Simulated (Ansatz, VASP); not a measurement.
**In: VASP beside Ansatz**

```
CELL_PARAMETERS angstrom
-1.91181 1.91181 1.91181
1.91181 -1.91181 1.91181
1.91181 1.91181 -1.91181
ATOMIC_POSITIONS crystal
In 0.00000 0.00000 0.00000
```

Alike in both runs: task single point; functional PBEsol; k mesh 13 × 13 × 13; occupations fermi-dirac, width 0.1 eV; no spin polarisation.

```csv
,VASP,Ansatz
version,VASP 6.6.1,Ansatz 0.2.0
potentials or method,"VASP PAW PBE potentials, release 64 (In_d), cutoff 520 eV","plane waves (420 eV) with PAW, scalar-relativistic"
valence electrons in the cell,13,13
```

|  | VASP | Ansatz | Ansatz less VASP |
| --- | --- | --- | --- |
| pressure (GPa) | -2.9 | -2.9 | +0.02 |

VASP's potentials were made for PBE, not for PBEsol, and Ansatz warns of the same on its side.
